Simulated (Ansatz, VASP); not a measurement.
## One calculation of SiO2, two programs

```
Si O
1.0
     4.96400    0.00000    0.00000
     0.00000    4.96400    0.00000
     0.00000    0.00000    6.92000
Si O
4 8
Direct
  0.30595 0.30595 0.00000
  0.19405 0.80595 0.25000
  0.69405 0.69405 0.50000
  0.80595 0.19405 0.75000
  0.23656 0.11801 0.18581
  0.38199 0.73656 0.43581
  0.76344 0.88199 0.68581
  0.61801 0.26344 0.93581
  0.73656 0.38199 0.56419
  0.88199 0.76344 0.31419
  0.26344 0.61801 0.06419
  0.11801 0.23656 0.81419
```

Alike in both runs: functional PBE; k mesh 5 × 5 × 4; occupations fermi-dirac, width 0.02 eV; no spin polarisation.

Ansatz relaxed the structure, and its values are those at the end. VASP's run is a single point on that final structure, the one shown.

|  | VASP | Ansatz |
| --- | --- | --- |
| version | VASP 6.6.1 | Ansatz 0.2.0 |
| potentials or method | VASP PAW PBE potentials, release 64 (Si, O) | plane-wave PAW, scalar-relativistic |
| plane-wave cutoff (eV) | 520 | 420 |
| valence electrons in the cell | 64 | 64 |

```csv
,VASP,Ansatz,Ansatz less VASP
gap on the k mesh at the Fermi level (eV),5.63,5.63,0.000
pressure (GPa),1.5,1.3,-0.12
rms of the force components (eV/Å),0.014,0.007,-0.0066
```

With one functional, cell and mesh, what is left measures potentials, basis and numerics. Ansatz's warnings: stress scf threshold loose.
